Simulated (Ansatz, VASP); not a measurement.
## Ta2N in VASP and in Ansatz

```
CELL_PARAMETERS angstrom
2.98110 0.00000 0.00000
-1.49055 2.58171 0.00000
0.00000 0.00000 5.04998
ATOMIC_POSITIONS crystal
Ta 0.66667 0.33333 0.74669
Ta 0.33333 0.66667 0.25331
N 0.00000 0.00000 0.00000
```

Alike in both runs: task single point; functional LDA; k mesh 18 × 18 × 10; occupations gaussian, width 0.15 eV; no spin polarisation.

|  | VASP | Ansatz |
| --- | --- | --- |
| version | VASP 6.6.1 | Ansatz 0.2.0 |
| potentials or method | VASP PAW LDA potentials, release 64 (Ta_sv_GW, N), cutoff 700 eV | scalar-relativistic, plane waves, PAW |
| valence electrons in the cell | 31 | 31 |

```csv
,VASP,Ansatz,Ansatz less VASP
gap on the k mesh at the Fermi level (eV),none,none,-
pressure (GPa),1.6,0.7,-0.93
"traceless stress, the component that is largest in VASP (GPa)",-11.32,-11.19,+0.136
rms of the force components (eV/Å),0.306,0.285,-0.0210
```

Ansatz warns that its potentials were made for another functional, while VASP's fit it. LDA's correlation is that of Perdew and Zunger in VASP and of Perdew and Wang (1992) in Ansatz. Atom by atom the forces differ by 0.021 eV/Å (rms over components). A gap of «none» marks a metal or a gap that the smearing closes.

Neither program's run includes spin-orbit coupling.
